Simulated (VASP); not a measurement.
Wanted: the native input for a VASP 6.6.1 run.

| Item | Value |
| --- | --- |
| Task | single point |
| Functional | LDA |
| Potentials or basis | VASP PAW LDA potentials, release 64 (Nb_sv, P) |
| Cutoff | 520 eV |
| k mesh | 10 × 10 × 10 |
| Occupations | fermi-dirac, width 0.02 eV |
| Spin | no spin polarisation |
| Dipole correction | no |
| Further INCAR settings | ALGO = Normal; EDIFF = 1e-06; NBANDS = 26 |

The structure of NbP lies in POSCAR:

```
NbP
1.0
   -1.6512542291      1.6512542291      5.6211030159
    1.6512542291     -1.6512542291      5.6211030159
    1.6512542291      1.6512542291     -5.6211030159
Nb P
2 2
Direct
    0.7501491032      0.7501491032      0.0000000000
    0.5001491032      1.0001491032      0.5000000000
    0.3324794718      0.3324794718      0.0000000000
    0.0824794718      0.5824794718      0.5000000000
```

One way to write it, as run:

INCAR

```
ALGO = Normal
EDIFF = 1E-6
ENCUT = 520
GGA = CA
ISIF = 2
ISMEAR = -1
LASPH = True
LCHARG = False
LREAL = False
LWAVE = False
NBANDS = 26
NELM = 60
PREC = Accurate
SIGMA = 0.02
```

KPOINTS

```
k-points
0
Gamma
  10 10 10
```

Potentials or basis: VASP PAW LDA potentials, release 64 (Nb_sv, P).

Run with:

```console
$ cat potpaw_LDA.64/Nb_sv/POTCAR potpaw_LDA.64/P/POTCAR > POTCAR
$ mpirun -np 1 vasp_std > vasp.out
```

Results of the run:

- Pressure: -0.2 GPa
- Band gap on the k mesh: zero (bands 18 and 19 overlap by 0.14 eV)

Run time: 5.3 min on 1 thread of AMD EPYC 7R13 Processor (Zen 3), on a shared host, peak memory 0.3 GiB.
